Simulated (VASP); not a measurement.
Write the native input for VASP 6.6.1 that does the following.

```
Task                   : electric field gradients
Functional             : r2SCAN
Potentials or basis    : VASP PAW PBE potentials, release 64 (Si, O)
Cutoff                 : 520 eV
k mesh                 : 4 × 3 × 3
Occupations            : fermi-dirac, width 0.02 eV
Spin                   : no spin polarisation
Dipole correction      : no
Further INCAR settings : LREAL = Auto; ALGO = Normal; EDIFF = 1e-08; NBANDS = 63
```

The system is SiO2.

```xyz
18
Lattice="5.2383 0.0000 0.0000 0.0000 7.4406 0.0000 0.0000 0.0000 8.1229" Properties=species:S:1:pos:R:3 pbc="T T T"
Si    1.3096    1.5726    0.8550
Si    3.9287    5.8680    7.2679
Si    3.9287    1.5726    7.2679
Si    1.3096    5.8680    0.8550
Si    1.3096    3.7203    3.1426
Si    3.9287    3.7203    4.9802
O     0.0000    1.9544    0.0000
O     2.6191    5.4862    0.0000
O     0.0000    5.4862    0.0000
O     2.6191    1.9544    0.0000
O     1.3096    0.0000    1.2044
O     3.9287    0.0000    6.9184
O     1.3096    2.3950    2.2290
O     3.9287    5.0456    5.8938
O     3.9287    2.3950    5.8938
O     1.3096    5.0456    2.2290
O     2.6191    3.7203    4.0614
O     0.0000    3.7203    4.0614
```

One way to write it, as run:

POSCAR

```
SiO2
1.0
    5.2382746100      0.0000000000      0.0000000000
    0.0000000000      7.4405844800      0.0000000000
    0.0000000000      0.0000000000      8.1228630600
Si O
6 12
Direct
    0.2500000000      0.2113497400      0.1052556900
    0.7500000000      0.7886502600      0.8947443100
    0.7500000000      0.2113497400      0.8947443100
    0.2500000000      0.7886502600      0.1052556900
    0.2500000000      0.5000000000      0.3868849600
    0.7500000000      0.5000000000      0.6131150400
    0.0000000000      0.2626614600      0.0000000000
    0.5000000000      0.7373385400      0.0000000000
    0.0000000000      0.7373385400      0.0000000000
    0.5000000000      0.2626614600      0.0000000000
    0.2500000000      0.0000000000      0.1482779200
    0.7500000000      0.0000000000      0.8517220800
    0.2500000000      0.3218798500      0.2744145200
    0.7500000000      0.6781201500      0.7255854800
    0.7500000000      0.3218798500      0.7255854800
    0.2500000000      0.6781201500      0.2744145200
    0.5000000000      0.5000000000      0.5000000000
    0.0000000000      0.5000000000      0.5000000000
```

INCAR.step1

```
SYSTEM = SiO2
ALGO = Normal ; EDIFF = 1E-4
ENCUT = 520 ; GGA = PE
ISMEAR = -1 ; LASPH = .TRUE.
LCHARG = .FALSE. ; LREAL = Auto
LWAVE = .TRUE. ; NBANDS = 63
NELM = 100 ; PREC = Accurate
SIGMA = 0.02
```

INCAR.step2

```
SYSTEM = SiO2
ALGO = Normal ; EDIFF = 1E-8
ENCUT = 520 ; ISIF = 2
ISMEAR = -1 ; ISTART = 1
LASPH = .TRUE. ; LCHARG = .FALSE.
LEFG = .TRUE. ; LMIXTAU = .TRUE.
LREAL = Auto ; LWAVE = .FALSE.
METAGGA = R2SCAN ; NBANDS = 63
NELM = 100 ; PREC = Accurate
SIGMA = 0.02
```

KPOINTS

```
k-points
0
G
  4 3 3
  0 0 0
```

Potentials or basis: VASP PAW PBE potentials, release 64 (Si, O).

Command:

```sh
$ cat potpaw_PBE.64/Si/POTCAR potpaw_PBE.64/O/POTCAR > POTCAR
$ cp INCAR.step1 INCAR
$ mpirun -np 1 vasp_std > vasp.out
$ cp INCAR.step2 INCAR
$ mpirun -np 1 vasp_std > vasp.out
```

Results of the run:

* Pressure: 0.2 GPa
* Largest force: 0.017 eV/Å
* Band gap on the k mesh: 6.17 eV
* Largest electric field gradient by atom: Si +8.6, +5.0 (each value once); O +89.3, +89.6, +91.7, +96.2 (each value once) V/Å²

Caveat: without QUAD_EFG the Cq values of the log hold for a quadrupole moment of 1 mb, not for the nuclei; the PAW data sets were made with another functional, which shifts forces and pressure a little.

Run time: 11 min on 1 thread of Intel(R) Xeon(R) 6975P-C (Granite Rapids), with other jobs on the host, peak memory 0.45 GiB.
